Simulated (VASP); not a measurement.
Here is a VASP 6.6.1 calculation.

Contents of INCAR:

```
SYSTEM = LiP2
ALGO = Normal
EDIFF = 1E-7
ENCUT = 520
GGA = PE
ISIF = 2
ISMEAR = 0
IVDW = 12
LASPH = .TRUE.
LCHARG = .FALSE.
LREAL = .FALSE.
LWAVE = .FALSE.
NBANDS = 22
NELM = 100
PREC = Accurate
SIGMA = 0.1
```

File KPOINTS:

```
k-points
0
G
  10 10 8
  0 0 0
```

POSCAR

```
LiP2
1.0
    1.6475016083     -7.1761616196      0.0000000000
    1.6475016083      7.1761616196      0.0000000000
    0.0000000000      0.0000000000      3.8070612041
P Li
4 2
Direct
    0.8604032478      0.1395967522     -0.0572626360
    0.6395967522      0.3604032478      0.4427373640
    0.1395967522      0.8604032478      1.0572626360
    0.3604032478      0.6395967522      0.5572626360
    0.0000000000      0.0000000000      0.5000000000
    0.5000000000      0.5000000000      0.0000000000
```

Potentials or basis: VASP PAW PBE potentials, release 64 (P, Li_sv).

Run with:

```bash
$ cat potpaw_PBE.64/P/POTCAR potpaw_PBE.64/Li_sv/POTCAR > POTCAR
$ mpirun -np 1 vasp_std > vasp.out
```

Question: Estimate the band gap on the k mesh.

Answer: Zero (bands 13 and 14 overlap by 2.94 eV).

Question: What does it give for the largest force?

Answer: 0.064 eV/Å.

Forces on the atoms (eV/Å):
```
P    0.000 -0.005 -0.063
P    0.000  0.005 -0.063
P    0.000  0.005  0.063
P    0.000 -0.005  0.063
Li   0.000  0.000  0.000
Li   0.000  0.000  0.000
```
